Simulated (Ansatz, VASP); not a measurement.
Two plane-wave programs on SnTe3

```
Sn Te
1.0
     6.38826    0.00000    0.00000
    -3.19413    5.53239    0.00000
     0.00000    0.00000    5.46461
Sn Te
1 3
Direct
  0.00000 0.00000 0.00000
  0.50000 0.00000 0.00000
  0.00000 0.50000 0.00000
  0.50000 0.50000 0.00000
```

Alike in both runs: functional PBE; k mesh 12 × 12 × 8; occupations gaussian, width 0.1 eV; no spin polarisation.

Ansatz relaxed the structure, and its values are those at the end. VASP's run is a single point on that final structure, the one shown.

|  | VASP | Ansatz |
| --- | --- | --- |
| version | VASP 6.6.1 | Ansatz 0.2.0 |
| potentials or method | VASP PAW PBE potentials, release 64 (Sn_d, Te), cutoff 520 eV | scalar-relativistic, plane waves, PAW |
| valence electrons in the cell | 32 | 62 |

```tsv
	VASP	Ansatz	Ansatz less VASP
gap on the k mesh at the Fermi level (eV)	none	none	-
pressure (GPa)	0.0	0.0	+0.03
```

A gap of «none» marks a metal or a gap that the smearing closes. VASP's potentials hold 32 valence electrons a cell and Ansatz's 62, so a difference there can come from the potentials and not from the codes.

Spin-orbit coupling is off throughout.
